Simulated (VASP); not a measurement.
A run of VASP 6.6.1 is set up as follows.

The input INCAR:

```
SYSTEM = Cd3SeS2
PREC = Accurate ; ENCUT = 520
EDIFF = 1E-7 ; ISMEAR = 0
SIGMA = 0.02 ; LREAL = .False.
LASPH = .True. ; NELM = 80
ALGO = Normal ; ISIF = 2
LWAVE = .False. ; LCHARG = .True.
GGA = PE ; LELF = .True.
LVHAR = .True. ; NBANDS = 36
```

KPOINTS

```
Automatic mesh
0
Gamma
  6 6 4
  0 0 0
```

Contents of POSCAR:

```
Cd3SeS2
1.0
    4.2089709685      0.0000000286      0.0000000000
   -2.1044855090      3.6450757682      0.0000000000
    0.0000000000      0.0000000000     10.3249562540
Cd Se S
3 1 2
Direct
    0.0000000000      0.0000000000      0.9907603040
    0.3333333333      0.6666666667      0.6665636366
    0.6666666667      0.3333333333      0.3432019676
    0.0000000000      0.0000000000      0.2474704735
    0.3333333333      0.6666666667      0.9130830994
    0.6666666667      0.3333333333      0.5889195189
```

Potentials or basis: VASP PAW PBE potentials, release 64 (Cd, Se, S).

The run is started by

```sh
$ cat potpaw_PBE.64/Cd/POTCAR potpaw_PBE.64/Se/POTCAR potpaw_PBE.64/S/POTCAR > POTCAR
$ mpirun -np 1 vasp_std > vasp.out
```

(1) Predict the pressure.

(2) Predict the largest force.

(3) What does it give for the band gap on the k mesh?

## Answers

(1) 2.0 GPa.

(2) 0.005 eV/Å.

(3) 0.72 eV, direct.
